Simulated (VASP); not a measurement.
Input of a VASP 6.6.1 run:

Contents of INCAR:

```
PREC = Accurate ; ENCUT = 520
EDIFF = 1E-7 ; ISMEAR = -1
SIGMA = 0.05 ; LREAL = F
LASPH = T ; NELM = 80
ALGO = Normal ; ISIF = 2
LWAVE = F ; LCHARG = T
LELF = T ; LVHAR = T
NBANDS = 12
```

KPOINTS

```
regular mesh
0
Gamma
  14 14 14
```

Contents of POSCAR:

```
Ti
1.0
    0.0000000000      2.0503000000      2.0300000000
    2.0503000000      0.0000000000      2.0300000000
    2.0503000000      2.0503000000      0.0000000000
Ti
1
Direct
    0.0000000000      0.0000000000      0.0000000000
```

Potentials or basis: VASP PAW LDA potentials, release 64 (Ti_sv).

Run with:

```sh
$ cat potpaw_LDA.64/Ti_sv/POTCAR > POTCAR
$ mpirun -np 1 vasp_std > vasp.out
```

**Question.** Estimate the band gap on the k mesh.

**Answer.** Zero (bands 6 and 7 overlap by 1.26 eV).

**Question.** What does it give for the pressure?

**Answer.** -7.0 GPa.

Stress tensor (GPa, compression positive):
```
-7.08  0.00  0.00
 0.00 -7.08  0.00
 0.00  0.00 -6.83
```

Caveat: the cell differs from its parent crystal (equal xx and yy strain of +1 %); the cell stands under tension.
